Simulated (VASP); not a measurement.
# ZnS2 (Pa-3) in VASP: relaxation of cell and atoms with PBEsol

Aim: the relaxation of cell and atoms of ZnS2 with PBEsol.

All numbers are computed with VASP 6.6.1; they aren't measurements. Logs are shortened: lines on timing, memory, paths and dates and some standing lists are left out, and cuts for length are marked.

## Step 1: The cell of the first run

The structure is cubic, space group Pa-3 (No. 205). The conventional cell has a = 5.945 Å, b = 5.945 Å, c = 5.945 Å, α = 90.00°, β = 90.00°, γ = 90.00°. Within 3.3 Å of Zn (site symmetry -3) lie 6 S at 2.52 Å. Within 2.7 Å of S (site symmetry 3) lie 1 S at 2.06 Å and 3 Zn at 2.52 Å.

## Step 2: Relaxation of cell and atoms, PBEsol

File INCAR:

```
SYSTEM = ZnS2
PREC     = Accurate       ! precision mode
ENCUT    = 600            ! plane-wave cutoff, eV
EDIFF    = 1E-6           ! SCF threshold, eV
ISMEAR   = 0              ! smearing method
SIGMA    = 0.02           ! smearing width, eV
LREAL    = .FALSE.        ! projectors in reciprocal space
LASPH    = .TRUE.         ! aspherical terms in the spheres
NELM     = 80             ! most SCF steps
ALGO     = Normal         ! electronic algorithm
ISIF     = 3              ! what is computed and relaxed
LWAVE    = .FALSE.        ! write WAVECAR
LCHARG   = .FALSE.        ! write CHGCAR
GGA      = PS             ! functional
IBRION   = 2              ! ionic algorithm
NSW      = 100            ! ionic steps
EDIFFG   = -0.005         ! ionic threshold
```

File KPOINTS:

```
Automatic mesh
0
G
  6 6 6
  0 0 0
```

File POSCAR:

```
ZnS2
1.0
    5.9454304600      0.0000000000      0.0000000000
    0.0000000000      5.9454304600      0.0000000000
    0.0000000000      0.0000000000      5.9454304600
Zn S
4 8
Direct
    0.5000000000      0.5000000000      0.0000000000
    0.5000000000      0.0000000000      0.5000000000
    0.0000000000      0.5000000000      0.5000000000
    0.0000000000      0.0000000000      0.0000000000
    0.1002463900      0.8997536100      0.3997536100
    0.8997536100      0.3997536100      0.1002463900
    0.3997536100      0.1002463900      0.8997536100
    0.6002463900      0.6002463900      0.6002463900
    0.8997536100      0.1002463900      0.6002463900
    0.1002463900      0.6002463900      0.8997536100
    0.6002463900      0.8997536100      0.1002463900
    0.3997536100      0.3997536100      0.3997536100
```

Potentials or basis: VASP PAW PBE potentials, release 64 (Zn, S).

On the command line:

```console
$ cat potpaw_PBE.64/Zn/POTCAR potpaw_PBE.64/S/POTCAR > POTCAR
$ mpirun -np 1 vasp_std > vasp.out
```

OUTCAR:

```text
SYSTEM = ZnS2
   PREC = Accurate
   ENCUT = 600
   EDIFF = 1E-6
   ISMEAR = 0
   LREAL = .FALSE.
   LASPH = .TRUE.
   NELM = 80
   ISIF = 3
   GGA = PS
   IBRION = 2
   NSW = 100
   EDIFFG = -0.005

 ion  position               nearest neighbor table
   1  0.500  0.500  0.000-   8 2.52  12 2.52   6 2.52  10 2.52  11 2.52   7 2.52
   2  0.500  0.000  0.500-   7 2.52  11 2.52   8 2.52   9 2.52   5 2.52  12 2.52
   3  0.000  0.500  0.500-   6 2.52  10 2.52   8 2.52   9 2.52   5 2.52  12 2.52
   4  0.000  0.000  0.000-   5 2.52   9 2.52   7 2.52   6 2.52  10 2.52  11 2.52
   5  0.100  0.900  0.400-   9 2.06   4 2.52   2 2.52   3 2.52
   6  0.900  0.400  0.100-  10 2.06   3 2.52   4 2.52   1 2.52
   7  0.400  0.100  0.900-  11 2.06   2 2.52   4 2.52   1 2.52
   8  0.600  0.600  0.600-  12 2.06   1 2.52   3 2.52   2 2.52
   9  0.900  0.100  0.600-   5 2.06   4 2.52   2 2.52   3 2.52
  10  0.100  0.600  0.900-   6 2.06   3 2.52   4 2.52   1 2.52
  11  0.600  0.900  0.100-   7 2.06   2 2.52   4 2.52   1 2.52
  12  0.400  0.400  0.400-   8 2.06   1 2.52   3 2.52   2 2.52

  LATTYP: Found a simple cubic cell.
 ALAT       =     5.9454304600

  Lattice vectors:

 A1 = (   5.9454304600,   0.0000000000,   0.0000000000)
 A2 = (   0.0000000000,   5.9454304600,   0.0000000000)
 A3 = (   0.0000000000,   0.0000000000,   5.9454304600)

Analysis of symmetry for initial positions (statically):
=====================================================================
 Subroutine PRICEL returns:
 Original cell was already a primitive cell.

 Routine SETGRP: Setting up the symmetry group for a
 simple cubic supercell.

 Subroutine GETGRP returns: Found 24 space group operations
 (whereof  6 operations were pure point group operations)
 out of a pool of 48 trial point group operations.

The static configuration has the point symmetry S_6 .
 The point group associated with its full space group is T_h .

Analysis of symmetry for dynamics (positions and initial velocities):
=====================================================================
 Subroutine PRICEL returns:
 Original cell was already a primitive cell.

 Routine SETGRP: Setting up the symmetry group for a
 simple cubic supercell.

 Subroutine GETGRP returns: Found 24 space group operations
 (whereof  6 operations were pure point group operations)
 out of a pool of 48 trial point group operations.

The dynamic configuration has the point symmetry S_6 .
 The point group associated with its full space group is T_h .

 Subroutine INISYM returns: Found 24 space group operations
 (whereof  6 operations are pure point group operations),
 and found     1 'primitive' translations

----------------------------------------------------------------------------------------

                                     Primitive cell

  volume of cell :     210.1599

  direct lattice vectors                    reciprocal lattice vectors
[... 96 lines left out ...]
 SYSTEM =  ZnS2
   PREC   = accura    normal or accurate (medium, high low for compatibility)
   ISTART =      0    job   : 0-new  1-cont  2-samecut
   ICHARG =      2    charge: 1-file 2-atom 10-const
   ISPIN  =      1    spin polarized calculation?
   LNONCOLLINEAR =      F non collinear calculations
   LSORBIT =      F    spin-orbit coupling
   LASPH  =      T    aspherical Exc in radial PAW
   ENCUT  =  600.0 eV  44.10 Ry    6.64 a.u.  11.87 11.87 11.87*2*pi/ulx,y,z
   NELM   =     80;   NELMIN=  2; NELMDL= -5     # of ELM steps
   EDIFF  = 0.1E-05   stopping-criterion for ELM
   LREAL  =      F    real-space projection
   EDIFFG = -.5E-02   stopping-criterion for IOM
   NSW    =    100    number of steps for IOM
   IBRION =      2    ionic relax: 0-MD 1-quasi-New 2-CG
   NFREE  =      1    steps in history (QN), initial steepest desc. (CG)
   ISIF   =      3    stress and relaxation
   ISYM   =      2    0-nonsym 1-usesym 2-fastsym
   POTIM  = 0.5000    time-step for ionic-motion
   TEBEG  =    0.0;   TEEND  =   0.0 temperature during run
   PSTRESS=    0.0 pullay stress
   NELECT =      96.0000    total number of electrons
   NUPDOWN=      -1.0000    fix difference up-down
   EMIN   =  10.00;   EMAX   =-10.00  energy-range for DOS
   EFERMI =   0.00;   METHOD = LEGACY
   ISMEAR =     0;   SIGMA  =   0.02  broadening in eV -4-tet -1-fermi 0-gaus
   EFERMI_NEDOS =   21; number of points for ismear=-14 and -15
   IALGO  =     38    algorithm
   IMIX   =      4    mixing-type and parameters
     AMIX     =   0.40;   BMIX     =  1.00
     AMIX_MAG =   1.60;   BMIX_MAG =  1.00
  volume/ion in A,a.u.               =      17.51       118.19
  Fermi-wavevector in a.u.,A,eV,Ry     =   1.260807  2.382580 21.628287  1.589634
  Thomas-Fermi vector in A             =   2.394298
   LORBIT       =      0    0 simple, 1 ext, 2 COOP (PROOUT), +10 PAW based schemes
   GGA     = PS    functional components
   LHFCALC =     F    Hartree Fock is set to
   AEXX    =    0.0000 exact exchange contribution
   IVDW    =     0    specifies the selected vdW correction
   LEPSILON=     F    determine dielectric tensor
   LRPA    =     F    only Hartree local field effects (RPA)
 conjugate gradient relaxation of ions
 non-spin polarized calculation
 Gauss-broadening in eV      SIGMA  =   0.02
  energy-cutoff  :      600.00
  volume of cell :      210.16
 maximum number of plane-waves:      7088
   NGX = 23   NGY = 23   NGZ = 23

--------------------------------------- Ionic step        1  -------------------------------------------

 number of electron      96.0000016 magnetization

 Free energy of the ion-electron system (eV)
  ---------------------------------------------------
  ext. energy  EPLUGINS =         0.00000000
  ---------------------------------------------------
  free energy    TOTEN  =       -46.55130897 eV

  energy without entropy =      -46.55130897  energy(sigma->0) =      -46.55130897

 E-fermi :   4.9421     XC(G=0): -10.5774

 val. band max:        4.8605422095   @ k =   0.0000   0.0000   0.0000
 cond. band min:       6.2853018095   @ k =   0.1667   0.1667   0.1667
 fundamental gap:      1.4247596000
 Fermi energy:         4.9421397055

 k-point     1 :       0.0000    0.0000    0.0000
  band No.  band energies     occupation
      1     -11.3589      2.00000
      2     -10.3118      2.00000
      3     -10.3118      2.00000
      4     -10.3118      2.00000
      5      -6.7955      2.00000
      6      -6.7955      2.00000
[... 1612 lines left out ...]
--------------------------------------- Ionic step        5  -------------------------------------------

 number of electron      95.9999969 magnetization

 Free energy of the ion-electron system (eV)
  ---------------------------------------------------
  ext. energy  EPLUGINS =         0.00000000
  ---------------------------------------------------
  free energy    TOTEN  =       -46.59249050 eV

  energy without entropy =      -46.59249050  energy(sigma->0) =      -46.59249050

 E-fermi :   5.3048     XC(G=0): -10.7147

 val. band max:        5.1665755795   @ k =   0.0000   0.0000   0.0000
 cond. band min:       6.6121588221   @ k =   0.1667   0.1667   0.1667
 fundamental gap:      1.4455832426
 Fermi energy:         5.3048229196

 k-point     1 :       0.0000    0.0000    0.0000
  band No.  band energies     occupation
      1     -11.1991      2.00000
      2     -10.0577      2.00000
      3     -10.0577      2.00000
      4     -10.0577      2.00000
      5      -6.6301      2.00000
      6      -6.6301      2.00000
[... 1468 lines left out ...]
  FREE ENERGIE OF THE ION-ELECTRON SYSTEM (eV)
  ---------------------------------------------------
  free  energy   TOTEN  =       -46.5924905019 eV

  energy  without entropy=      -46.5924905019  energy(sigma->0) =      -46.59249050

 reached required accuracy - stopping structural energy minimisation
```

OSZICAR:

```text
N       E                     dE             d eps       ncg     rms          rms(c)
DAV:   1     0.939084999430E+03    0.93908E+03   -0.46839E+04  2736   0.214E+03
DAV:   2     0.106256943853E+03   -0.83283E+03   -0.80325E+03  2744   0.506E+02
[... 44 lines left out ...]
       N       E                     dE             d eps       ncg     rms          rms(c)
DAV:   1    -0.465918797492E+02   -0.17255E-03   -0.61386E-02  2760   0.853E-01    0.243E-01
DAV:   2    -0.465925279566E+02   -0.64821E-03   -0.66264E-03  3148   0.302E-01    0.859E-02
DAV:   3    -0.465924979085E+02    0.30048E-04   -0.17042E-04  3184   0.762E-02    0.699E-02
DAV:   4    -0.465924905560E+02    0.73526E-05   -0.89766E-05  2986   0.369E-02    0.162E-02
DAV:   5    -0.465924902956E+02    0.26039E-06   -0.21765E-05  2914   0.198E-02    0.227E-02
DAV:   6    -0.465924905019E+02   -0.20638E-06   -0.58297E-07  1577   0.119E-02
   5 F= -.46592491E+02 E0= -.46592491E+02  d E =-.262732E-02
```

Run time: 21 min. Hardware: 1 thread of Oxide Virtual Turin-like, shared host; peak memory 0.46 GiB.

What came out:

```
Free energy                           : -46.5925 eV
Relaxed volume                        : 17.04 Å³/atom
Relaxed cell                          : a = 5.892 Å, b = 5.892 Å, c = 5.892 Å, α = 90.00°, β = 90.00°, γ = 90.00°
Space group after relaxing (to 0.1 Å) : Pa-3 (No. 205)
Energy gained by relaxing             : 3.4 meV/atom
Ionic steps                           : 5
Pressure after relaxing               : 0.0 GPa
Band gap on the k mesh                : 1.45 eV (least direct gap 1.54 eV)
```

Step by step:
```
step  energy change (eV)  largest force (eV/Å)  pressure (GPa)  volume (Å³)
   1              0.0000                0.1606           -1.87       210.16
   2             -0.0383                0.1358            0.39       203.99
   3             -0.0386                0.1382            0.22       204.43
   4             -0.0404                0.0755           -0.07       204.53
   5             -0.0412                0.0004            0.03       204.49
```

Final structure:
```
Zn S
1.0
     5.89151    0.00000    0.00000
     0.00000    5.89151    0.00000
     0.00000    0.00000    5.89151
Zn S
4 8
Direct
  0.50000 0.50000 0.00000
  0.50000 0.00000 0.50000
  0.00000 0.50000 0.50000
  0.00000 0.00000 0.00000
  0.10141 0.89859 0.39859
  0.89859 0.39859 0.10141
  0.39859 0.10141 0.89859
  0.60141 0.60141 0.60141
  0.89859 0.10141 0.60141
  0.10141 0.60141 0.89859
  0.60141 0.89859 0.10141
  0.39859 0.39859 0.39859
```

Caveat: the PAW data sets were made with another functional, which shifts forces and pressure a little. A k mesh can miss the band edges.
